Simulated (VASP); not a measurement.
# CdTe2Pb3 (P1) in VASP: single point with PBE

Aim: the single point of CdTe2Pb3 with PBE.

Program: VASP 6.6.1. These are calculated values, not measurements. Logs are shortened: lines on timing, memory, paths and dates and some standing lists are left out, and cuts for length are marked.

**1. The cell of the first run**

The typed cell holds 6 atoms: a = 4.595 Å, b = 4.573 Å, c = 9.711 Å, α = 83.28°, β = 83.58°, γ = 89.73°.

**2. Single point, PBE**

File INCAR:

```
PREC = Accurate
ENCUT = 520
EDIFF = 1E-7
ISMEAR = 0
SIGMA = 0.2
LREAL = False
LASPH = True
NELM = 60
ALGO = Fast
ISIF = 2
LWAVE = False
LCHARG = True
GGA = PE
LELF = True
LVHAR = True
NBANDS = 42
```

File KPOINTS:

```
Automatic mesh
0
Gamma
  6 6 4
```

File POSCAR:

```
CdTe2Pb3
1.0
    4.5878678473      0.0064175493      0.2619845394
   -0.0006098549      4.5651457846      0.2731800865
    0.5339266206      0.5595074403      9.6800374209
Cd Te Pb
1 2 3
Direct
    0.3428617303      0.6821472006      0.0025942090
    0.6100645079     -0.0554761774      0.3346250226
    1.0426730230      0.3711626723      0.6661770031
   -0.1573483121      0.1814651204     -0.0013862504
    0.5563242745     -0.1196017736      0.6720716507
    0.1054247765      0.4403029580      0.3259183651
```

Potentials or basis: VASP PAW PBE potentials, release 64 (Cd, Te, Pb_d).

Run with:

```sh
$ cat potpaw_PBE.64/Cd/POTCAR potpaw_PBE.64/Te/POTCAR potpaw_PBE.64/Pb_d/POTCAR > POTCAR
$ mpirun -np 1 vasp_std > vasp.out
```

OUTCAR:

```text
PREC = Accurate
   ENCUT = 520
   EDIFF = 1E-7
   ISMEAR = 0
   LREAL = False
   LASPH = True
   NELM = 60
   ISIF = 2
   GGA = PE

 ion  position               nearest neighbor table
   1  0.343  0.682  0.003-   4 3.23   4 3.24   4 3.24   4 3.26   6 3.27   5 3.27
   2  0.610  0.945  0.335-   6 3.21   6 3.23   6 3.24   5 3.24   6 3.29   4 3.37
   3  0.043  0.371  0.666-   5 3.17   5 3.22   5 3.25   6 3.26   4 3.27   5 3.33
   4  0.843  0.181  0.999-   1 3.23   1 3.24   1 3.24   1 3.26   3 3.27   2 3.37   6 3.84   5 3.96

   5  0.556  0.880  0.672-   3 3.17   3 3.22   2 3.24   3 3.25   1 3.27   3 3.33   4 3.96
   6  0.105  0.440  0.326-   2 3.21   2 3.23   2 3.24   3 3.26   1 3.27   2 3.29   4 3.84

  LATTYP: Found a triclinic cell.
 ALAT       =    11.2077221681
 B/A-ratio  =     0.4080500974
 C/A-ratio  =     0.4100160875
 COS(alpha) =     0.0046663633
 COS(beta)  =     0.0987753635
 COS(gamma) =     0.5094676705

  Lattice vectors:

 A1 = (  -0.5333167657,  -5.1246532249,  -9.9532175074)
 A2 = (   0.0006098549,  -4.5651457846,  -0.2731800865)
 A3 = (  -4.5878678473,  -0.0064175493,  -0.2619845394)

Analysis of symmetry for initial positions (statically):
=====================================================================
 Subroutine PRICEL returns:
 Original cell was already a primitive cell.

 Routine SETGRP: Setting up the symmetry group for a
 triclinic supercell.

 Subroutine GETGRP returns: Found  1 space group operations
 (whereof  1 operations were pure point group operations)
 out of a pool of  2 trial point group operations.

The static configuration has the point symmetry C_1 .

Analysis of symmetry for dynamics (positions and initial velocities):
=====================================================================
 Subroutine PRICEL returns:
 Original cell was already a primitive cell.

 Routine SETGRP: Setting up the symmetry group for a
 triclinic supercell.

 Subroutine GETGRP returns: Found  1 space group operations
 (whereof  1 operations were pure point group operations)
 out of a pool of  2 trial point group operations.

The dynamic configuration has the point symmetry C_1 .

 Subroutine INISYM returns: Found  1 space group operations
 (whereof  1 operations are pure point group operations),
 and found     1 'primitive' translations

----------------------------------------------------------------------------------------

                                     Primitive cell

  volume of cell :     201.4025

  direct lattice vectors                    reciprocal lattice vectors
     4.587867847  0.006417549  0.261984539     0.218656309  0.000753523 -0.012104088
    -0.000609855  4.565145785  0.273180086     0.000419360  0.219812780 -0.012728339
     0.533926621  0.559507440  9.680037421    -0.005929640 -0.006223724  0.103992182

  length of vectors
     4.595346393  4.573312122  9.710883105     0.218992370  0.220181390  0.104346870

  position of ions in fractional coordinates (direct lattice)
     0.342861730  0.682147201  0.002594209
     0.610064508  0.944523823  0.334625023
     0.042673023  0.371162672  0.666177003
     0.842651688  0.181465120  0.998613750
     0.556324274  0.880398226  0.672071651
     0.105424777  0.440302958  0.325918365

  ion indices of the primitive-cell ions
   primitive index   ion index
                 1           1
                 2           2
                 3           3
                 4           4
                 5           5
                 6           6

----------------------------------------------------------------------------------------

 KPOINTS: Automatic mesh

Automatic generation of k-mesh.
 Grid dimensions read from file:
 generate k-points for:    6    6    4

 Generating k-lattice:

  Cartesian coordinates                     Fractional coordinates (reciprocal lattice)
     0.036442718  0.000125587 -0.002017348     0.166666667 -0.000000000  0.000000000
     0.000069893  0.036635463 -0.002121390    -0.000000000  0.166666667  0.000000000
    -0.001482410 -0.001555931  0.025998045    -0.000000000  0.000000000  0.250000000

  Length of vectors
     0.036498728  0.036696898  0.026086717

  Shift w.r.t. Gamma in fractional coordinates (k-lattice)
     0.000000000  0.000000000  0.000000000

 Subroutine IBZKPT returns following result:
 ===========================================

 Found     76 irreducible k-points:

 Following reciprocal coordinates:
            Coordinates               Weight
  0.000000  0.000000  0.000000      1.000000
  0.166667  0.000000  0.000000      2.000000
  0.333333  0.000000  0.000000      2.000000
  0.500000  0.000000  0.000000      1.000000
 -0.000000  0.166667  0.000000      2.000000
  0.166667  0.166667  0.000000      2.000000
[... 16 lines left out ...]
  0.333333  0.000000  0.250000      2.000000
  0.500000  0.000000  0.250000      2.000000
 [... further k-points ...]
   k-points           NKPTS =     76   k-points in BZ     NKDIM =     76   number of bands    NBANDS=     42
   number of dos      NEDOS =    301   number of ions     NIONS =      6
   total plane-waves  NPLWV =  93312
   dimension x,y,z NGX =    36 NGY =   36 NGZ =   72
   dimension x,y,z NGXF=    72 NGYF=   72 NGZF=  144
   ions per type =               1   2   3
   NGX,Y,Z   is equivalent  to a cutoff of  13.02, 13.09, 12.33 a.u.
   NGXF,Y,Z  is equivalent  to a cutoff of  26.05, 26.17, 24.65 a.u.
 SYSTEM =  unknown system
   PREC   = accura    normal or accurate (medium, high low for compatibility)
   ISTART =      0    job   : 0-new  1-cont  2-samecut
   ICHARG =      2    charge: 1-file 2-atom 10-const
   ISPIN  =      1    spin polarized calculation?
   LNONCOLLINEAR =      F non collinear calculations
   LSORBIT =      F    spin-orbit coupling
   LASPH  =      T    aspherical Exc in radial PAW
   ENCUT  =  520.0 eV  38.22 Ry    6.18 a.u.   8.54  8.50 18.06*2*pi/ulx,y,z
   NELM   =     60;   NELMIN=  2; NELMDL= -5     # of ELM steps
   EDIFF  = 0.1E-06   stopping-criterion for ELM
   LREAL  =      F    real-space projection
   EDIFFG = 0.1E-05   stopping-criterion for IOM
   NSW    =      0    number of steps for IOM
   IBRION =     -1    ionic relax: 0-MD 1-quasi-New 2-CG
   NFREE  =      0    steps in history (QN), initial steepest desc. (CG)
   ISIF   =      2    stress and relaxation
   ISYM   =      2    0-nonsym 1-usesym 2-fastsym
   POTIM  = 0.5000    time-step for ionic-motion
   TEBEG  =    0.0;   TEEND  =   0.0 temperature during run
   PSTRESS=    0.0 pullay stress
   NELECT =      66.0000    total number of electrons
   NUPDOWN=      -1.0000    fix difference up-down
   EMIN   =  10.00;   EMAX   =-10.00  energy-range for DOS
   EFERMI =   0.00;   METHOD = LEGACY
   ISMEAR =     0;   SIGMA  =   0.20  broadening in eV -4-tet -1-fermi 0-gaus
   EFERMI_NEDOS =   21; number of points for ismear=-14 and -15
   IALGO  =     68    algorithm
   IMIX   =      4    mixing-type and parameters
     AMIX     =   0.40;   BMIX     =  1.00
     AMIX_MAG =   1.60;   BMIX_MAG =  1.00
  volume/ion in A,a.u.               =      33.57       226.52
  Fermi-wavevector in a.u.,A,eV,Ry     =   1.128672  2.132881 17.332475  1.273901
  Thomas-Fermi vector in A             =   2.265363
   LORBIT       =      0    0 simple, 1 ext, 2 COOP (PROOUT), +10 PAW based schemes
   GGA     = PE    functional components
   LHFCALC =     F    Hartree Fock is set to
   AEXX    =    0.0000 exact exchange contribution
   IVDW    =     0    specifies the selected vdW correction
   LEPSILON=     F    determine dielectric tensor
   LRPA    =     F    only Hartree local field effects (RPA)
 non-spin polarized calculation
 RMM-DIIS sequential band-by-band and
 Gauss-broadening in eV      SIGMA  =   0.20
  energy-cutoff  :      520.00
  volume of cell :      201.40
 maximum number of plane-waves:      5452
 NGX is ok and might be reduce to    36
   NGX = 17   NGY = 17   NGZ = 37

 number of electron      66.0000005 magnetization

 Free energy of the ion-electron system (eV)
  ---------------------------------------------------
  ext. energy  EPLUGINS =         0.00000000
  ---------------------------------------------------
  free energy    TOTEN  =       -18.74217512 eV

  energy without entropy =      -18.71179601  energy(sigma->0) =      -18.72698556

 E-fermi :   5.2806     XC(G=0):  -9.3119

 val. band max:        5.2801800722   @ k =  -0.3333   0.3333   0.0000
 cond. band min:       5.2940798014   @ k =   0.1667   0.5000  -0.0000
 fundamental gap:      0.0138997292
 Fermi energy:         5.2805992241

 k-point     1 :       0.0000    0.0000    0.0000
  band No.  band energies     occupation
      1     -12.0280      2.00000
      2     -12.0239      2.00000
      3     -12.0232      2.00000
      4     -12.0173      2.00000
      5     -12.0167      2.00000
      6     -12.0024      2.00000
[... 34 lines left out ...]
     41       9.1798      0.00000
     42       9.5603      0.00000

 k-point     2 :       0.1667    0.0000    0.0000
  band No.  band energies     occupation
      1     -12.0283      2.00000
      2     -12.0242      2.00000
      3     -12.0208      2.00000
      4     -12.0180      2.00000
      5     -12.0143      2.00000
      6     -11.9998      2.00000
[... 34 lines left out ...]
     41       9.3176      0.00000
     42       9.4781      0.00000

 k-point     3 :       0.3333    0.0000    0.0000
  band No.  band energies     occupation
      1     -12.0353      2.00000
      2     -12.0293      2.00000
      3     -12.0196      2.00000
      4     -12.0121      2.00000
      5     -12.0037      2.00000
      6     -11.9944      2.00000
[... 34 lines left out ...]
     41       9.6050      0.00000
     42      10.1458      0.00000

 k-point     4 :       0.5000    0.0000    0.0000
  band No.  band energies     occupation
      1     -12.0390      2.00000
      2     -12.0334      2.00000
      3     -12.0173      2.00000
      4     -12.0113      2.00000
      5     -11.9968      2.00000
      6     -11.9930      2.00000
[... 844 lines left out ...]
     41       8.9406      0.00000
     42       9.2832      0.00000

 k-point    23 :       0.3333    0.0000    0.2500
  band No.  band energies     occupation
      1     -12.0352      2.00000
      2     -12.0295      2.00000
      3     -12.0199      2.00000
      4     -12.0120      2.00000
      5     -12.0043      2.00000
      6     -11.9948      2.00000
[... 34 lines left out ...]
     41       8.7209      0.00000
     42      10.1296      0.00000

 k-point    24 :       0.5000    0.0000    0.2500
  band No.  band energies     occupation
      1     -12.0392      2.00000
      2     -12.0334      2.00000
      3     -12.0174      2.00000
      4     -12.0113      2.00000
      5     -11.9974      2.00000
      6     -11.9937      2.00000
[... 34 lines left out ...]
     41       8.7113      0.00000
     42       9.2368      0.00000

 [... further k-points ...]

------------------------ aborting loop because EDIFF is reached ----------------------------------------

  FORCE on cell =-STRESS in cart. coord.  units (eV):
  Direction    XX          YY          ZZ          XY          YZ          ZX
  --------------------------------------------------------------------------------------
  -------------------------------------------------------------------------------------
  Total        0.0066318      0.0740374      0.0356705      0.0322434      0.0487180      0.0423630
  in kB        0.0527567      0.5889753      0.2837621      0.2564992      0.3875568      0.3370018
  external PRESSURE =       0.3084980 kB  Pullay stress =       0.0000000 kB

 VOLUME and BASIS-vectors are now :
 -----------------------------------------------------------------------------
  energy-cutoff  :      520.00
  volume of cell :      201.40
      direct lattice vectors                 reciprocal lattice vectors
     4.587867847  0.006417549  0.261984539     0.218656309  0.000753523 -0.012104088
    -0.000609855  4.565145785  0.273180086     0.000419360  0.219812780 -0.012728339
     0.533926621  0.559507440  9.680037421    -0.005929640 -0.006223724  0.103992182

 POSITION                                       TOTAL-FORCE (eV/Angst)
 -----------------------------------------------------------------------------------
      1.57397      3.11775      0.30129        -0.000784      0.001595      0.001980
      2.97698      4.50303      3.65704         0.003953      0.004741     -0.006405
      0.55124      2.06742      6.56119         0.004937      0.001460     -0.001117
      4.39905      1.39255      9.93695        -0.001279     -0.007676      0.006006
      2.91064      4.39875      6.89193        -0.005040      0.000934      0.001763
      0.65742      2.19308      3.30280        -0.001787     -0.001054     -0.002226
 -----------------------------------------------------------------------------------
    total drift:                               -0.000166      0.000191      0.000717

  FREE ENERGIE OF THE ION-ELECTRON SYSTEM (eV)
  ---------------------------------------------------
  free  energy   TOTEN  =       -18.7421751177 eV

  energy  without entropy=      -18.7117960089  energy(sigma->0) =      -18.72698556
```

It took 22 min on 1 thread of Intel Xeon 8259CL, shared host; peak memory 0.7 GiB.

Results:

| Quantity | Value |
| --- | --- |
| Free energy | -18.7422 eV |
| Pressure | 0.0 GPa |
| Largest force | 0.010 eV/Å |
| Band gap on the k mesh | zero (bands 33 and 34 overlap by 2.33 eV) |

Forces in eV/Å, atoms in the order of the input:
```
Cd  -0.001  0.002  0.002
Te   0.004  0.005 -0.006
Te   0.005  0.001 -0.001
Pb  -0.001 -0.008  0.006
Pb  -0.005  0.001  0.002
Pb  -0.002 -0.001 -0.002
```

Caveat: spin-orbit coupling is left out, which moves the levels of the heavy elements.
